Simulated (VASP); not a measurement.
# KI (Fm-3m) in VASP: density of states with PBE

Aim: the density of states of KI with PBE.

All numbers are computed with VASP 6.6.1; they aren't measurements. Logs are shortened: lines on timing, memory, paths and dates and some standing lists are left out, and cuts for length are marked.

**1. The cell of the first run**

Symmetry: Fm-3m, No. 225, cubic system. The conventional cell has a = 7.176 Å, b = 7.176 Å, c = 7.176 Å, α = 90.00°, β = 90.00°, γ = 90.00°. Within 4.7 Å of K (site symmetry m-3m) lie 6 I at 3.59 Å. I (site symmetry m-3m) has 6 K at 3.59 Å within 4.7 Å.

**2. Density of states, PBE**

POSCAR

```
KI
1.0
    0.0000000000      3.5881814904      3.5881814904
    3.5881814904      0.0000000000      3.5881814904
    3.5881814904      3.5881814904      0.0000000000
K I
1 1
Direct
    0.0000000000      0.0000000000      0.0000000000
    0.5000000000      0.5000000000      0.5000000000
```

INCAR.step1

```
SYSTEM = KI
PREC = Accurate
ENCUT = 520
EDIFF = 1E-7
ISMEAR = 0
SIGMA = 0.02
LREAL = .False.
LASPH = .True.
NELM = 80
ALGO = Normal
ISIF = 2
LWAVE = .False.
LCHARG = .True.
GGA = PE
NBANDS = 15
```

KPOINTS.step1

```
Automatic mesh
0
Gamma
  6 6 6
  0 0 0
```

INCAR.step2

```
SYSTEM = KI
PREC = Accurate
ENCUT = 520
EDIFF = 1E-7
ISMEAR = -5
SIGMA = 0.02
LREAL = .False.
LASPH = .True.
NELM = 80
ALGO = Normal
ISIF = 2
LWAVE = .False.
LCHARG = .False.
GGA = PE
LORBIT = 10
NEDOS = 2001
ICHARG = 11
```

KPOINTS.step2

```
Automatic mesh
0
Gamma
  9 9 9
  0 0 0
```

Potentials or basis: VASP PAW PBE potentials, release 64 (K_sv, I).

On the command line:

```
> cat potpaw_PBE.64/K_sv/POTCAR potpaw_PBE.64/I/POTCAR > POTCAR
> cp INCAR.step1 INCAR
> cp KPOINTS.step1 KPOINTS
> mpirun -np 1 vasp_std > vasp.out
> cp INCAR.step2 INCAR
> cp KPOINTS.step2 KPOINTS
> mpirun -np 1 vasp_std > vasp.out
```

OUTCAR:

```text
SYSTEM = KI
   PREC = Accurate
   ENCUT = 520
   EDIFF = 1E-7
   ISMEAR = -5
   LREAL = .False.
   LASPH = .True.
   NELM = 80
   ISIF = 2
   GGA = PE
   LORBIT = 10
   ICHARG = 11

 ion  position               nearest neighbor table
   1  0.000  0.000  0.000-   2 3.59   2 3.59   2 3.59   2 3.59   2 3.59   2 3.59
   2  0.500  0.500  0.500-   1 3.59   1 3.59   1 3.59   1 3.59   1 3.59   1 3.59

  LATTYP: Found a face centered cubic cell.
 ALAT       =     7.1763629808

  Lattice vectors:

 A1 = (   0.0000000000,   3.5881814904,   3.5881814904)
 A2 = (   3.5881814904,   0.0000000000,   3.5881814904)
 A3 = (   3.5881814904,   3.5881814904,   0.0000000000)

Analysis of symmetry for initial positions (statically):
=====================================================================
 Subroutine PRICEL returns:
 Original cell was already a primitive cell.

 Routine SETGRP: Setting up the symmetry group for a
 face centered cubic supercell.

 Subroutine GETGRP returns: Found 48 space group operations
 (whereof 48 operations were pure point group operations)
 out of a pool of 48 trial point group operations.

The static configuration has the point symmetry O_h .

Analysis of symmetry for dynamics (positions and initial velocities):
=====================================================================
 Subroutine PRICEL returns:
 Original cell was already a primitive cell.

 Routine SETGRP: Setting up the symmetry group for a
 face centered cubic supercell.

 Subroutine GETGRP returns: Found 48 space group operations
 (whereof 48 operations were pure point group operations)
 out of a pool of 48 trial point group operations.

The dynamic configuration has the point symmetry O_h .

 Subroutine INISYM returns: Found 48 space group operations
 (whereof 48 operations are pure point group operations),
 and found     1 'primitive' translations

----------------------------------------------------------------------------------------

                                     Primitive cell

  volume of cell :      92.3960

  direct lattice vectors                    reciprocal lattice vectors
     0.000000000  3.588181490  3.588181490    -0.139346352  0.139346352  0.139346352
     3.588181490  0.000000000  3.588181490     0.139346352 -0.139346352  0.139346352
     3.588181490  3.588181490  0.000000000     0.139346352  0.139346352 -0.139346352

  length of vectors
     5.074454928  5.074454928  5.074454928     0.241354961  0.241354961  0.241354961

  position of ions in fractional coordinates (direct lattice)
     0.000000000  0.000000000  0.000000000
     0.500000000  0.500000000  0.500000000

  ion indices of the primitive-cell ions
   primitive index   ion index
                 1           1
                 2           2

----------------------------------------------------------------------------------------

 KPOINTS: Automatic mesh

Automatic generation of k-mesh.
 Grid dimensions read from file:
 generate k-points for:    9    9    9

 Generating k-lattice:

  Cartesian coordinates                     Fractional coordinates (reciprocal lattice)
    -0.015482928  0.015482928  0.015482928     0.111111111  0.000000000  0.000000000
     0.015482928 -0.015482928  0.015482928     0.000000000  0.111111111  0.000000000
     0.015482928  0.015482928 -0.015482928     0.000000000  0.000000000  0.111111111

  Length of vectors
     0.026817218  0.026817218  0.026817218

  Shift w.r.t. Gamma in fractional coordinates (k-lattice)
     0.000000000  0.000000000  0.000000000

 TETIRR: Found    115 inequivalent tetrahedra from     4374

 Subroutine IBZKPT returns following result:
 ===========================================

 Found     35 irreducible k-points:

 Following reciprocal coordinates:
            Coordinates               Weight
  0.000000  0.000000  0.000000      1.000000
  0.111111  0.000000  0.000000      8.000000
  0.222222  0.000000  0.000000      8.000000
  0.333333  0.000000  0.000000      8.000000
  0.444444  0.000000  0.000000      8.000000
  0.111111  0.111111  0.000000      6.000000
[... 16 lines left out ...]
 -0.333333  0.333333  0.000000     12.000000
  0.444444  0.444444  0.000000      6.000000
 [... further k-points ...]
   k-points           NKPTS =     35   k-points in BZ     NKDIM =     35   number of bands    NBANDS=     12
   number of dos      NEDOS =   2001   number of ions     NIONS =      2
   total plane-waves  NPLWV =  64000
   dimension x,y,z NGX =    40 NGY =   40 NGZ =   40
   dimension x,y,z NGXF=    80 NGYF=   80 NGZF=   80
   ions per type =               1   1
   NGX,Y,Z   is equivalent  to a cutoff of  13.10, 13.10, 13.10 a.u.
   NGXF,Y,Z  is equivalent  to a cutoff of  26.21, 26.21, 26.21 a.u.
 SYSTEM =  KI
   PREC   = accura    normal or accurate (medium, high low for compatibility)
   ISTART =      0    job   : 0-new  1-cont  2-samecut
   ICHARG =     11    charge: 1-file 2-atom 10-const
   ISPIN  =      1    spin polarized calculation?
   LNONCOLLINEAR =      F non collinear calculations
   LSORBIT =      F    spin-orbit coupling
   LASPH  =      T    aspherical Exc in radial PAW
   ENCUT  =  520.0 eV  38.22 Ry    6.18 a.u.   9.44  9.44  9.44*2*pi/ulx,y,z
   NELM   =     80;   NELMIN=  2; NELMDL=  0     # of ELM steps
   EDIFF  = 0.1E-06   stopping-criterion for ELM
   LREAL  =      F    real-space projection
   EDIFFG = 0.1E-05   stopping-criterion for IOM
   NSW    =      0    number of steps for IOM
   IBRION =     -1    ionic relax: 0-MD 1-quasi-New 2-CG
   NFREE  =      0    steps in history (QN), initial steepest desc. (CG)
   ISIF   =      2    stress and relaxation
   ISYM   =      2    0-nonsym 1-usesym 2-fastsym
   POTIM  = 0.5000    time-step for ionic-motion
   TEBEG  =    0.0;   TEEND  =   0.0 temperature during run
   PSTRESS=    0.0 pullay stress
   NELECT =      16.0000    total number of electrons
   NUPDOWN=      -1.0000    fix difference up-down
   EMIN   =  10.00;   EMAX   =-10.00  energy-range for DOS
   EFERMI =   0.00;   METHOD = LEGACY
   ISMEAR =    -5;   SIGMA  =   0.02  broadening in eV -4-tet -1-fermi 0-gaus
   EFERMI_NEDOS =   21; number of points for ismear=-14 and -15
   IALGO  =     38    algorithm
   IMIX   =      4    mixing-type and parameters
     AMIX     =   0.40;   BMIX     =  1.00
     AMIX_MAG =   1.60;   BMIX_MAG =  1.00
  volume/ion in A,a.u.               =      46.20       311.76
  Fermi-wavevector in a.u.,A,eV,Ry     =   0.912495  1.724365 11.328848  0.832647
  Thomas-Fermi vector in A             =   2.036897
   LORBIT       =     10    0 simple, 1 ext, 2 COOP (PROOUT), +10 PAW based schemes
   GGA     = PE    functional components
   LHFCALC =     F    Hartree Fock is set to
   AEXX    =    0.0000 exact exchange contribution
   IVDW    =     0    specifies the selected vdW correction
   LEPSILON=     F    determine dielectric tensor
   LRPA    =     F    only Hartree local field effects (RPA)
 non-spin polarized calculation
 Fermi weights with tetrahedron method with Bloechl corrections
  energy-cutoff  :      520.00
  volume of cell :       92.40
 maximum number of plane-waves:      2518
 NGX is ok and might be reduce to    40

 number of electron      16.0000001 magnetization

 Free energy of the ion-electron system (eV)
  ---------------------------------------------------
  ext. energy  EPLUGINS =         0.00000000
  ---------------------------------------------------
  free energy    TOTEN  =        -5.56508622 eV

  energy without entropy =       -5.56508622  energy(sigma->0) =       -5.56508622

 E-fermi :  -0.6329     XC(G=0):  -6.9966

 val. band max:       -0.6495342047   @ k =   0.0000   0.0000   0.0000
 cond. band min:       3.2079601322   @ k =   0.0000   0.0000   0.0000
 fundamental gap:      3.8574943369
 Fermi energy:        -0.6329043678

 k-point     1 :       0.0000    0.0000    0.0000
  band No.  band energies     occupation
      1     -29.2370      2.00000
      2     -12.7189      2.00000
      3     -12.7189      2.00000
      4     -12.7189      2.00000
      5     -11.0848      2.00000
      6      -0.6495      2.00000
      7      -0.6495      2.00000
      8      -0.6495      2.00000
      9       3.2080      0.00000
     10       5.8617      0.00000
     11       5.8617      0.00000
     12       5.8617      0.00000

 k-point     2 :       0.1111    0.0000    0.0000
  band No.  band energies     occupation
      1     -29.2368      2.00000
      2     -12.7332      2.00000
      3     -12.7192      2.00000
      4     -12.7192      2.00000
      5     -11.0579      2.00000
      6      -0.8403      2.00000
      7      -0.6874      2.00000
      8      -0.6874      2.00000
      9       3.5017      0.00000
     10       5.7949      0.00000
     11       5.9898      0.00000
     12       5.9898      0.00000

 k-point     3 :       0.2222    0.0000    0.0000
  band No.  band energies     occupation
      1     -29.2364      2.00000
      2     -12.7675      2.00000
      3     -12.7198      2.00000
      4     -12.7198      2.00000
      5     -10.9909      2.00000
      6      -1.2446      2.00000
      7      -0.7796      2.00000
      8      -0.7796      2.00000
      9       4.1355      0.00000
     10       5.8136      0.00000
     11       6.3325      0.00000
     12       6.3325      0.00000
[... 286 lines left out ...]
 k-point    23 :      -0.3333    0.3333    0.0000
  band No.  band energies     occupation
      1     -29.2351      2.00000
      2     -12.7814      2.00000
      3     -12.7449      2.00000
      4     -12.7262      2.00000
      5     -10.9025      2.00000
      6      -1.4902      2.00000
      7      -1.3458      2.00000
      8      -0.9924      2.00000
      9       5.3161      0.00000
     10       6.1971      0.00000
     11       6.4495      0.00000
     12       7.4159      0.00000

 k-point    24 :       0.4444    0.4444    0.0000
  band No.  band energies     occupation
      1     -29.2350      2.00000
      2     -12.7572      2.00000
      3     -12.7333      2.00000
      4     -12.7333      2.00000
      5     -10.9587      2.00000
      6      -1.5741      2.00000
      7      -0.9820      2.00000
      8      -0.9820      2.00000
      9       4.3853      0.00000
     10       5.0229      0.00000
     11       7.3613      0.00000
     12       7.5222      0.00000

 [... further k-points ...]

------------------------ aborting loop because EDIFF is reached ----------------------------------------

  FORCE on cell =-STRESS in cart. coord.  units (eV):
  Direction    XX          YY          ZZ          XY          YZ          ZX
  --------------------------------------------------------------------------------------
  -------------------------------------------------------------------------------------
  Total        0.0262709      0.0262709      0.0262709      0.0000000      0.0000000      0.0000000
  in kB        0.4555463      0.4555463      0.4555463      0.0000000      0.0000000      0.0000000
  external PRESSURE =       0.4555463 kB  Pullay stress =       0.0000000 kB

 VOLUME and BASIS-vectors are now :
 -----------------------------------------------------------------------------
  energy-cutoff  :      520.00
  volume of cell :       92.40
      direct lattice vectors                 reciprocal lattice vectors
     0.000000000  3.588181490  3.588181490    -0.139346352  0.139346352  0.139346352
     3.588181490  0.000000000  3.588181490     0.139346352 -0.139346352  0.139346352
     3.588181490  3.588181490  0.000000000     0.139346352  0.139346352 -0.139346352

 POSITION                                       TOTAL-FORCE (eV/Angst)
 -----------------------------------------------------------------------------------
      0.00000      0.00000      0.00000        -0.000000     -0.000000      0.000000
      3.58818      3.58818      3.58818         0.000000      0.000000     -0.000000
 -----------------------------------------------------------------------------------
    total drift:                                0.000000     -0.000000     -0.000000

  FREE ENERGIE OF THE ION-ELECTRON SYSTEM (eV)
  ---------------------------------------------------
  free  energy   TOTEN  =        -5.5650862235 eV

  energy  without entropy=       -5.5650862235  energy(sigma->0) =       -5.56508622

 total charge

# of ion       s       p       d       tot
------------------------------------------
    1        1.956   5.576   0.020   7.552
    2        1.492   2.849   0.001   4.342
--------------------------------------------------
tot          3.448   8.425   0.021  11.894
```

It took 35 s on 1 thread of AMD EPYC 9R45 (Zen 5), shared host; peak memory 0.21 GiB.

Results:

```yaml
Valence_electrons_inside_the_program's_atomic_spheres: K 7.55; I 4.34
```

Caveat: spin-orbit coupling is left out, which moves the levels of the heavy elements.
